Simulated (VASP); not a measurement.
# Ge3B2C3 in VASP: further runs

Ge3B2C3 is run at these levels: PBE; tasks: single point.

Program: VASP 6.6.1. These are calculated values, not measurements. Logs are shortened: lines on timing, memory, paths and dates and some standing lists are left out, and cuts for length are marked.

## Step 1: The cell of the first run

Symmetry: C2, No. 5, monoclinic system. Conventional cell: a = 8.531 Å, b = 4.896 Å, c = 5.937 Å, α = 90.00°, β = 115.77°, γ = 90.00°. Ge (site symmetry 1) has 2 C at 2.14 to 2.91 Å and 4 Ge at 2.85 to 3.05 Å and 2 B at 2.91 Å within 3.1 Å. Ge (site symmetry 2) has 3 C at 1.86 to 1.89 Å within 2.5 Å. Within 2.0 Å of B (site symmetry 1) lie 3 C at 1.54 to 1.57 Å. C (site symmetry 2) has 2 B at 1.54 Å and 1 Ge at 1.86 Å within 2.0 Å. C (site symmetry 1) has 2 B at 1.57 Å and 2 Ge at 1.89 to 2.14 Å within 2.2 Å.

## Step 2: Single point, PBE

The input, INCAR:

```
SYSTEM = Ge3B2C3
  ALGO = Normal
  EDIFF = 1E-7
  ENCUT = 520
  GGA = PE
  ISIF = 2
  ISMEAR = 0
  LASPH = .TRUE.
  LCHARG = .TRUE.
  LELF = .TRUE.
  LREAL = .FALSE.
  LVHAR = .TRUE.
  LWAVE = .FALSE.
  NBANDS = 40
  NELM = 100
  PREC = Accurate
  SIGMA = 0.2
```

The input, KPOINTS:

```
k-points
0
G
  6 6 4
  0 0 0
```

The input, POSCAR:

```
Ge3B2C3
1.0
    0.0000000000     -4.8957639419      0.0000000000
   -4.2653624949      2.4478819709     -0.0004981755
    2.5813598063      0.0000000000     -5.3459966112
Ge B C
3 2 3
Direct
    0.2267959318      0.3539403564      0.0398327301
    0.7330109349      1.0000000000      0.5000000000
    0.8728555754      0.6460596436      0.9601672699
    0.0670869305      0.6671007798      0.5000800823
    0.3999861507      0.3328992202      0.4999199177
    0.1131864862      1.0000000000      0.5000000000
    0.3361142869      0.5835809694      0.4394966928
    0.7525333175      0.4164190306      0.5605033072
```

Potentials or basis: VASP PAW PBE potentials, release 64 (Ge_d, B, C).

The run is started by

```sh
$ cat potpaw_PBE.64/Ge_d/POTCAR potpaw_PBE.64/B/POTCAR potpaw_PBE.64/C/POTCAR > POTCAR
$ mpirun -np 1 vasp_std > vasp.out
```

OUTCAR:

```text
SYSTEM = Ge3B2C3
   EDIFF = 1E-7
   ENCUT = 520
   GGA = PE
   ISIF = 2
   ISMEAR = 0
   LASPH = .TRUE.
   LREAL = .FALSE.
   NELM = 100
   PREC = Accurate

 ion  position               nearest neighbor table
   1  0.227  0.354  0.040-   7 2.14   3 2.85   3 2.88   3 2.88
   2  0.733  0.000  0.500-   6 1.86   8 1.89   7 1.89
   3  0.873  0.646  0.960-   8 2.14   1 2.85   1 2.88   1 2.88
   4  0.067  0.667  0.500-   6 1.54   7 1.57   8 1.57
   5  0.400  0.333  0.500-   6 1.54   8 1.57   7 1.57
   6  0.113  0.000  0.500-   4 1.54   5 1.54   2 1.86
   7  0.336  0.584  0.439-   4 1.57   5 1.57   2 1.89   1 2.14
   8  0.753  0.416  0.561-   5 1.57   4 1.57   2 1.89   3 2.14

  LATTYP: Found a base centered monoclinic cell.
 ALAT       =     8.5307250480
 B/A-ratio  =     0.5738977536
 C/A-ratio  =     0.6959068246
 COS(beta)  =    -0.4347168148

  Lattice vectors:

 A1 = (  -4.2653624949,  -2.4478819710,  -0.0004981755)
 A2 = (  -4.2653624949,   2.4478819709,  -0.0004981755)
 A3 = (   2.5813598063,   0.0000000000,  -5.3459966112)

Analysis of symmetry for initial positions (statically):
=====================================================================
 Subroutine PRICEL returns:
 Original cell was already a primitive cell.

 Routine SETGRP: Setting up the symmetry group for a
 base centered monoclinic supercell.

 Subroutine GETGRP returns: Found  2 space group operations
 (whereof  2 operations were pure point group operations)
 out of a pool of  4 trial point group operations.

The static configuration has the point symmetry C_2 .

Analysis of symmetry for dynamics (positions and initial velocities):
=====================================================================
 Subroutine PRICEL returns:
 Original cell was already a primitive cell.

 Routine SETGRP: Setting up the symmetry group for a
 base centered monoclinic supercell.

 Subroutine GETGRP returns: Found  2 space group operations
 (whereof  2 operations were pure point group operations)
 out of a pool of  4 trial point group operations.

The dynamic configuration has the point symmetry C_2 .

 Subroutine INISYM returns: Found  2 space group operations
 (whereof  2 operations are pure point group operations),
 and found     1 'primitive' translations

----------------------------------------------------------------------------------------

                                     Primitive cell

  volume of cell :     111.6425

  direct lattice vectors                    reciprocal lattice vectors
     0.000000000 -4.895763942  0.000000000    -0.117216721 -0.204258214 -0.056599088
    -4.265362495  2.447881971 -0.000498175    -0.234433441  0.000000000 -0.113198175
     2.581359806  0.000000000 -5.345996611     0.000021846  0.000000000 -0.187045313

  length of vectors
     4.895763942  4.917869824  5.936589780     0.242207833  0.260332221  0.187045314

  position of ions in fractional coordinates (direct lattice)
     0.226795932  0.353940356  0.039832730
     0.733010935  0.000000000  0.500000000
     0.872855575  0.646059644  0.960167270
     0.067086930  0.667100780  0.500080082
     0.399986151  0.332899220  0.499919918
     0.113186486  0.000000000  0.500000000
     0.336114287  0.583580969  0.439496693
     0.752533318  0.416419031  0.560503307

  ion indices of the primitive-cell ions
   primitive index   ion index
                 1           1
                 2           2
                 3           3
                 4           4
                 5           5
                 6           6
                 7           7
                 8           8

----------------------------------------------------------------------------------------

 KPOINTS: k-points

Automatic generation of k-mesh.
 Grid dimensions read from file:
 generate k-points for:    6    6    4

 Generating k-lattice:

  Cartesian coordinates                     Fractional coordinates (reciprocal lattice)
    -0.019536120 -0.034043036 -0.009433181     0.166666667 -0.000000000  0.000000000
    -0.039072240  0.000000000 -0.018866363     0.000000000  0.166666667 -0.000000000
     0.000005462  0.000000000 -0.046761328     0.000000000  0.000000000  0.250000000

  Length of vectors
     0.040367972  0.043388703  0.046761328

  Shift w.r.t. Gamma in fractional coordinates (k-lattice)
     0.000000000  0.000000000  0.000000000

 Subroutine IBZKPT returns following result:
 ===========================================

 Found     47 irreducible k-points:

 Following reciprocal coordinates:
            Coordinates               Weight
  0.000000  0.000000  0.000000      1.000000
  0.166667  0.000000  0.000000      4.000000
  0.333333  0.000000 -0.000000      4.000000
  0.500000  0.000000 -0.000000      2.000000
  0.000000  0.166667  0.000000      2.000000
  0.166667  0.166667  0.000000      4.000000
[... 16 lines left out ...]
  0.500000  0.166667  0.250000      4.000000
 -0.333333  0.166667  0.250000      4.000000
 [... further k-points ...]
   k-points           NKPTS =     47   k-points in BZ     NKDIM =     47   number of bands    NBANDS=     40
   number of dos      NEDOS =    301   number of ions     NIONS =      8
   total plane-waves  NPLWV =  69120
   dimension x,y,z NGX =    36 NGY =   40 NGZ =   48
   dimension x,y,z NGXF=    72 NGYF=   80 NGZF=   96
   ions per type =               3   2   3
   NGX,Y,Z   is equivalent  to a cutoff of  12.22, 13.52, 13.44 a.u.
   NGXF,Y,Z  is equivalent  to a cutoff of  24.45, 27.04, 26.88 a.u.
 SYSTEM =  Ge3B2C3
   PREC   = accura    normal or accurate (medium, high low for compatibility)
   ISTART =      0    job   : 0-new  1-cont  2-samecut
   ICHARG =      2    charge: 1-file 2-atom 10-const
   ISPIN  =      1    spin polarized calculation?
   LNONCOLLINEAR =      F non collinear calculations
   LSORBIT =      F    spin-orbit coupling
   LASPH  =      T    aspherical Exc in radial PAW
   ENCUT  =  520.0 eV  38.22 Ry    6.18 a.u.   9.10  9.14 11.04*2*pi/ulx,y,z
   NELM   =    100;   NELMIN=  2; NELMDL= -5     # of ELM steps
   EDIFF  = 0.1E-06   stopping-criterion for ELM
   LREAL  =      F    real-space projection
   EDIFFG = 0.1E-05   stopping-criterion for IOM
   NSW    =      0    number of steps for IOM
   IBRION =     -1    ionic relax: 0-MD 1-quasi-New 2-CG
   NFREE  =      0    steps in history (QN), initial steepest desc. (CG)
   ISIF   =      2    stress and relaxation
   ISYM   =      2    0-nonsym 1-usesym 2-fastsym
   POTIM  = 0.5000    time-step for ionic-motion
   TEBEG  =    0.0;   TEEND  =   0.0 temperature during run
   PSTRESS=    0.0 pullay stress
   NELECT =      60.0000    total number of electrons
   NUPDOWN=      -1.0000    fix difference up-down
   EMIN   =  10.00;   EMAX   =-10.00  energy-range for DOS
   EFERMI =   0.00;   METHOD = LEGACY
   ISMEAR =     0;   SIGMA  =   0.20  broadening in eV -4-tet -1-fermi 0-gaus
   EFERMI_NEDOS =   21; number of points for ismear=-14 and -15
   IALGO  =     38    algorithm
   IMIX   =      4    mixing-type and parameters
     AMIX     =   0.40;   BMIX     =  1.00
     AMIX_MAG =   1.60;   BMIX_MAG =  1.00
  volume/ion in A,a.u.               =      13.96        94.18
  Fermi-wavevector in a.u.,A,eV,Ry     =   1.331012  2.515248 24.103994  1.771594
  Thomas-Fermi vector in A             =   2.460056
   LORBIT       =      0    0 simple, 1 ext, 2 COOP (PROOUT), +10 PAW based schemes
   GGA     = PE    functional components
   LHFCALC =     F    Hartree Fock is set to
   AEXX    =    0.0000 exact exchange contribution
   IVDW    =     0    specifies the selected vdW correction
   LEPSILON=     F    determine dielectric tensor
   LRPA    =     F    only Hartree local field effects (RPA)
 non-spin polarized calculation
 Gauss-broadening in eV      SIGMA  =   0.20
  energy-cutoff  :      520.00
  volume of cell :      111.64
 maximum number of plane-waves:      3021
   NGX = 19   NGY = 19   NGZ = 23

 number of electron      59.9999999 magnetization

 Free energy of the ion-electron system (eV)
  ---------------------------------------------------
  ext. energy  EPLUGINS =         0.00000000
  ---------------------------------------------------
  free energy    TOTEN  =       -51.44373079 eV

  energy without entropy =      -51.41794237  energy(sigma->0) =      -51.43083658

 E-fermi :   4.2116     XC(G=0): -10.2223

 val. band max:        4.1755249975   @ k =   0.0000  -0.0000   0.5000
 cond. band min:       4.2181037707   @ k =   0.1667   0.1667   0.0000
 fundamental gap:      0.0425787732
 Fermi energy:         4.2116455096

 k-point     1 :       0.0000    0.0000    0.0000
  band No.  band energies     occupation
      1     -20.1822      2.00000
      2     -20.1682      2.00000
      3     -20.1635      2.00000
      4     -20.1570      2.00000
      5     -20.1561      2.00000
      6     -20.1385      2.00000
[... 32 lines left out ...]
     39      12.0199      0.00000
     40      12.2342      0.00000

 k-point     2 :       0.1667    0.0000    0.0000
  band No.  band energies     occupation
      1     -20.1824      2.00000
      2     -20.1739      2.00000
      3     -20.1691      2.00000
      4     -20.1551      2.00000
      5     -20.1532      2.00000
      6     -20.1361      2.00000
[... 32 lines left out ...]
     39      11.8944      0.00000
     40      12.2322      0.00000

 k-point     3 :       0.3333    0.0000   -0.0000
  band No.  band energies     occupation
      1     -20.1841      2.00000
      2     -20.1810      2.00000
      3     -20.1752      2.00000
      4     -20.1546      2.00000
      5     -20.1489      2.00000
      6     -20.1373      2.00000
[... 32 lines left out ...]
     39      11.4534      0.00000
     40      12.0000      0.00000

 k-point     4 :       0.5000    0.0000   -0.0000
  band No.  band energies     occupation
      1     -20.1859      2.00000
      2     -20.1838      2.00000
      3     -20.1764      2.00000
      4     -20.1549      2.00000
      5     -20.1463      2.00000
      6     -20.1402      2.00000
[... 32 lines left out ...]
     39      11.1158      0.00000
     40      11.7582      0.00000
[... 772 lines left out ...]
     39      11.2777      0.00000
     40      11.8286      0.00000

 k-point    23 :       0.5000    0.1667    0.2500
  band No.  band energies     occupation
      1     -20.1894      2.00000
      2     -20.1815      2.00000
      3     -20.1763      2.00000
      4     -20.1542      2.00000
      5     -20.1438      2.00000
      6     -20.1383      2.00000
[... 32 lines left out ...]
     39      11.2540      0.00000
     40      11.4476      0.00000

 k-point    24 :      -0.3333    0.1667    0.2500
  band No.  band energies     occupation
      1     -20.1828      2.00000
      2     -20.1803      2.00000
      3     -20.1732      2.00000
      4     -20.1559      2.00000
      5     -20.1473      2.00000
      6     -20.1367      2.00000
[... 32 lines left out ...]
     39      11.6969      0.00000
     40      12.2366      0.00000

 [... further k-points ...]

------------------------ aborting loop because EDIFF is reached ----------------------------------------

  FORCE on cell =-STRESS in cart. coord.  units (eV):
  Direction    XX          YY          ZZ          XY          YZ          ZX
  --------------------------------------------------------------------------------------
  -------------------------------------------------------------------------------------
  Total        0.0719024      0.0272957      0.0159553      0.0000000     -0.0000000     -0.0099603
  in kB        1.0318684      0.3917202      0.2289738      0.0000000     -0.0000000     -0.1429397
  external PRESSURE =       0.5508541 kB  Pullay stress =       0.0000000 kB

 VOLUME and BASIS-vectors are now :
 -----------------------------------------------------------------------------
  energy-cutoff  :      520.00
  volume of cell :      111.64
      direct lattice vectors                 reciprocal lattice vectors
     0.000000000 -4.895763942  0.000000000    -0.117216721 -0.204258214 -0.056599088
    -4.265362495  2.447881971 -0.000498175    -0.234433441  0.000000000 -0.113198175
     2.581359806  0.000000000 -5.345996611     0.000021846  0.000000000 -0.187045313

 POSITION                                       TOTAL-FORCE (eV/Angst)
 -----------------------------------------------------------------------------------
     -1.40686     -0.24394     -0.21312        -0.005597      0.004482      0.000883
      1.29068     -3.58865     -2.67300         0.000000     -0.001902      0.000000
     -0.27714     -2.69182     -5.13337         0.005597      0.004482     -0.000883
     -1.55454      1.30454     -2.67376         0.010950     -0.015009     -0.004597
     -0.12946     -1.14334     -2.67274        -0.010950     -0.015009      0.004597
      1.29068     -0.55413     -2.67300         0.000000      0.036232      0.000000
     -1.35469     -0.21700     -2.34984        -0.020476     -0.006638     -0.012195
     -0.32932     -2.66488     -2.99666         0.020476     -0.006638      0.012195
 -----------------------------------------------------------------------------------
    total drift:                               -0.000034     -0.000114      0.000022

  FREE ENERGIE OF THE ION-ELECTRON SYSTEM (eV)
  ---------------------------------------------------
  free  energy   TOTEN  =       -51.4437307886 eV

  energy  without entropy=      -51.4179423668  energy(sigma->0) =      -51.43083658
```

Run time: 3.2 min. Hardware: 1 thread of AMD EPYC 9R45 (Zen 5), shared host; peak memory 0.32 GiB.

What came out:

| Quantity | Value |
| --- | --- |
| Free energy | -51.4437 eV |
| Pressure | 0.1 GPa |
| Largest force | 0.036 eV/Å |
| Band gap on the k mesh | zero (bands 30 and 31 overlap by 0.50 eV) |

Forces in eV/Å, atoms in the order of the input:
```
Ge  -0.006  0.004  0.001
Ge   0.000 -0.002  0.000
Ge   0.006  0.004 -0.001
B    0.011 -0.015 -0.005
B   -0.011 -0.015  0.005
C    0.000  0.036  0.000
C   -0.020 -0.007 -0.012
C    0.020 -0.007  0.012
```

## Step 3: Single point, PBE

The input, INCAR:

```
PREC = Accurate
ENCUT = 520
EDIFF = 1E-6
ISMEAR = 0
SIGMA = 0.2
LREAL = False
LASPH = True
NELM = 60
ALGO = Normal
ISIF = 2
LWAVE = False
LCHARG = True
GGA = PE
LELF = True
LVHAR = True
NBANDS = 40
```

The input, KPOINTS:

```
regular mesh
0
Gamma
  6 6 4
```

The input, POSCAR:

```
Ge3B2C3
1.0
   -0.0002489017     -4.8969519854      0.0003920319
   -4.2659082978      2.4482593166     -0.0012112862
    2.5811076013      0.0005713429     -5.3388822542
Ge B C
3 2 3
Direct
    0.2250570365      0.3545400945      0.0399648491
    0.7336569010      0.9999749364      0.5000397359
    0.8706564220      0.6457073419      0.9600522089
    0.0679613952      0.6672629293      0.5004234060
    0.4006550071      0.3326260778      0.4995372920
    0.1139136116      0.9999500790      0.4999805332
    0.3367206373      0.5837495401      0.4399174694
    0.7529486031      0.4161890009      0.5600845056
```

Potentials or basis: VASP PAW PBE potentials, release 64 (Ge_d, B, C).

The run is started by

```sh
$ cat potpaw_PBE.64/Ge_d/POTCAR potpaw_PBE.64/B/POTCAR potpaw_PBE.64/C/POTCAR > POTCAR
$ mpirun -np 1 vasp_std > vasp.out
```

It took 4.7 min on 1 thread of AMD EPYC 9R45 (Zen 5), shared host; peak memory 0.39 GiB.

It converged, with:

- Free energy: -51.4436 eV
- Pressure: 0.1 GPa
- Largest force: 0.042 eV/Å
- Band gap on the k mesh: zero (bands 30 and 31 overlap by 0.49 eV)

Forces on the atoms (eV/Å):
```
Ge   0.004 -0.006  0.012
Ge  -0.001 -0.008  0.000
Ge  -0.003 -0.007 -0.012
B    0.001  0.012  0.000
B    0.000  0.012 -0.001
C   -0.001  0.042  0.000
C   -0.030 -0.022 -0.013
C    0.030 -0.023  0.014
```

Stress tensor (GPa, compression positive):
```
 0.07 -0.01 -0.03
-0.01  0.06  0.00
-0.03  0.00  0.14
```

Levels at points of the mesh, in eV from the Fermi level:
```csv
k point,band 26,band 27,band 28,band 29,band 30,band 31,band 32,band 33,band 34,band 35
"(0.00, 0.00, 0.00)",-1.60,-1.31,-1.26,-0.80,-0.48,1.56,1.87,2.13,4.35,4.36
"(0.50, 0.00, 0.00)",-3.06,-2.68,-1.94,-1.36,-0.78,1.62,3.09,4.01,4.77,5.06
"(0.00, 0.50, 0.00)",-2.57,-2.44,-2.15,-1.20,-0.97,0.04,1.64,3.67,3.94,4.66
"(0.00, 0.00, 0.50)",-1.42,-1.34,-1.10,-1.01,-0.04,0.13,1.79,2.74,3.10,3.26
"(0.50, 0.00, 0.50)",-2.71,-2.52,-1.74,-1.20,-1.14,-0.37,2.14,3.71,3.94,4.59
"(0.00, 0.50, 0.50)",-3.17,-2.53,-2.43,-1.13,-0.59,1.34,3.86,4.01,4.78,5.21
"(0.50, 0.50, 0.50)",-2.71,-2.51,-1.74,-1.20,-1.14,-0.37,2.14,3.70,3.94,4.59
```

## Step 4: Single point, PBE

INCAR, as its differences from that of step 3:

```diff
@@ -4,6 +4,6 @@
 ISMEAR = 0
-SIGMA = 0.2
+SIGMA = 0.1
 LREAL = False
 LASPH = True
-NELM = 60
+NELM = 80
 ALGO = Normal
```

The input, KPOINTS:

```
regular mesh
0
Gamma
  8 8 6
```

The input, POSCAR:

```
Ge3B2C3
1.0
    4.2653624949     -2.4478819709      0.0004981755
    4.2653624949      2.4478819709      0.0004981755
   -2.5813598063      0.0000000000      5.3459966112
Ge B C
3 2 3
Direct
    0.8728555754      0.7732040682      0.9601672699
    0.7330109349      0.2669890651      0.5000000000
    0.2267959318      0.1271444246      0.0398327301
    0.3999861507      0.9329130695      0.4999199177
    0.0670869305      0.6000138493      0.5000800823
    0.1131864862      0.8868135138      0.5000000000
    0.7525333175      0.6638857131      0.5605033072
    0.3361142869      0.2474666825      0.4394966928
```

The run is started by

```sh
$ cat potpaw_PBE.64/Ge_d/POTCAR potpaw_PBE.64/B/POTCAR potpaw_PBE.64/C/POTCAR > POTCAR
$ mpirun -np 1 vasp_std > vasp.out
```

Wall time 7.6 min (1 thread of AMD EPYC 9R45 (Zen 5), shared host); peak memory 0.52 GiB.

It converged, with:

```
Free energy            : -51.4263 eV
Pressure               : 0.0 GPa
Largest force          : 0.049 eV/Å
Band gap on the k mesh : zero (bands 30 and 31 overlap by 0.48 eV)
```

Forces in eV/Å, atoms in the order of the input:
```
Ge  -0.001 -0.001  0.003
Ge   0.000 -0.015  0.000
Ge   0.001 -0.001 -0.003
B    0.005 -0.003 -0.002
B   -0.005 -0.003  0.002
C    0.000  0.049  0.000
C   -0.027 -0.014  0.001
C    0.027 -0.014 -0.001
```

Levels at points of the mesh, in eV from the Fermi level:
| k point | band 28 | band 29 | band 30 | band 31 | band 32 | band 33 |
| --- | --- | --- | --- | --- | --- | --- |
| (0.00, 0.00, 0.00) | -1.27 | -0.80 | -0.48 | 1.56 | 1.86 | 2.14 |
| (0.50, 0.00, 0.00) | -1.95 | -1.36 | -0.78 | 1.61 | 3.08 | 4.00 |
| (0.50, 0.50, 0.00) | -2.15 | -1.20 | -0.97 | 0.04 | 1.65 | 3.67 |
| (0.00, 0.00, 0.50) | -1.09 | -1.02 | -0.04 | 0.12 | 1.80 | 2.73 |
| (0.50, 0.00, 0.50) | -1.73 | -1.21 | -1.14 | -0.38 | 2.13 | 3.70 |

## Step 5: Overview

| cell | k mesh | smearing | gap on the mesh (eV) | pressure (GPa) | largest force (eV/Å) |
| --- | --- | --- | --- | --- | --- |
| a = 4.896, b = 4.918, c = 5.937 Å, angles 112.2, 90.0, 119.9°, 8 atoms, atomic positions A | 6 × 6 × 4 | gaussian 0.2 eV | none | 0.1 | 0.04 |
| a = 4.897, b = 4.919, c = 5.930 Å, angles 112.2, 90.0, 119.8°, 8 atoms, atomic positions B | 6 × 6 × 4 | gaussian 0.2 eV | none | 0.1 | 0.04 |
| a = 4.918, b = 4.918, c = 5.937 Å, angles 112.2, 112.2, 59.7°, 8 atoms, atomic positions A | 8 × 8 × 6 | gaussian 0.1 eV | none | 0.0 | 0.05 |

Alike in all rows: task single point; level PBE; potentials or basis VASP PAW PBE potentials, release 64 (Ge_d, B, C); no spin polarisation; cutoff (eV) 520.

Total energies depend on the potentials used, so only differences within one code and one set of settings carry meaning.

The gap in the log of VASP goes by the Fermi energy; the results here count the filled bands.